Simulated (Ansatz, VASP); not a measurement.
# Two plane-wave programs on Co

```
Co
1.0
     0.00000    2.48637    2.48637
     2.48637    0.00000    2.48637
     2.48637    2.48637    0.00000
Co
2
Direct
  0.12500 0.12500 0.12500
  0.87500 0.87500 0.87500
```

Alike in both runs: functional RPBE; k mesh 11 × 11 × 11; occupations fermi-dirac, width 0.1 eV; no spin polarisation.

Ansatz relaxed the structure, and its values are those at the end. VASP's run is a single point on that final structure, the one shown.

```csv
,VASP,Ansatz
version,VASP 6.6.1,Ansatz 0.2.0
potentials or method,"VASP PAW PBE potentials, release 64 (Co), cutoff 520 eV","plane waves (420 eV) with PAW, scalar-relativistic"
valence electrons in the cell,18,34
```

Ansatz gave:

```
pressure (GPa) : 0.0
```

Task: Estimate VASP's values.

Result: Pressure (GPa): -0.7.

VASP's potentials were made for PBE, not for RPBE. VASP's potentials hold 18 valence electrons a cell and Ansatz's 34, so a difference there can come from the potentials and not from the codes.
